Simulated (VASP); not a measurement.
## Sr2SO: single point with r2SCAN

Crystal: Sr2SO.

```xyz
4
Lattice="4.1130 0.0000 0.0000 0.0000 4.0209 0.0000 0.0000 0.0000 5.6919" Properties=species:S:1:pos:R:3 pbc="T T T"
O     0.0000    0.0000    0.0000
Sr    0.0000    0.0000    2.8459
Sr    2.0565    2.0104    0.0000
S     2.0565    2.0104    2.8459
```

This cell differs from its parent crystal: uniaxial x strain +2.3%.

```yaml
Program: VASP 6.6.1
Task: single point
Functional: r2SCAN
Potentials_or_basis: VASP PAW PBE potentials, release 64 (O, Sr_sv, S)
Cutoff: 520 eV
k_mesh: 6 × 6 × 4
Occupations: gaussian, width 0.01 eV
Spin: no spin polarisation
Dipole_correction: no
Further_INCAR_settings: ALGO = Normal; EDIFF = 1e-06; NBANDS = 24
```

| Item | Value |
| --- | --- |
| Pressure | -1.2 GPa |
| Band gap on the k mesh | 2.58 eV |

Stress tensor (GPa, compression positive):
```
-2.38  0.00  0.00
 0.00 -0.73  0.00
 0.00  0.00 -0.40
```

Levels at points of the mesh, in eV from the valence-band top:
```
           k point  band 13  band 14  band 15  band 16  band 17  band 18  band 19  band 20
(0.00, 0.00, 0.00)    -0.74    -0.06    -0.06     0.00     2.58     3.45     4.91     5.13
(0.50, 0.00, 0.00)    -1.42    -1.17    -0.50    -0.44     4.76     5.73     6.19     6.35
(0.00, 0.50, 0.00)    -1.38    -1.16    -0.60    -0.42     4.66     5.93     6.20     6.29
(0.50, 0.50, 0.00)    -0.95    -0.30    -0.30    -0.16     2.77     2.79     6.04     6.94
(0.00, 0.00, 0.50)    -0.92    -0.83    -0.17    -0.10     2.97     4.47     4.74     5.77
(0.50, 0.00, 0.50)    -1.81    -0.98    -0.78    -0.56     5.66     5.94     6.54     6.68
(0.00, 0.50, 0.50)    -1.98    -0.98    -0.77    -0.66     5.64     6.04     6.50     6.67
(0.50, 0.50, 0.50)    -1.68    -0.72    -0.58    -0.57     4.59     4.61     6.08     6.16
```

It took 4.4 min on 1 thread of Intel(R) Xeon(R) Platinum 8488C (Sapphire Rapids), on a shared host, peak memory 0.27 GiB.

Caveat: the cell differs from its parent crystal (uniaxial x strain +2.3%); the PAW data sets were made with another functional, which shifts forces and pressure a little. A k mesh can miss the band edges.
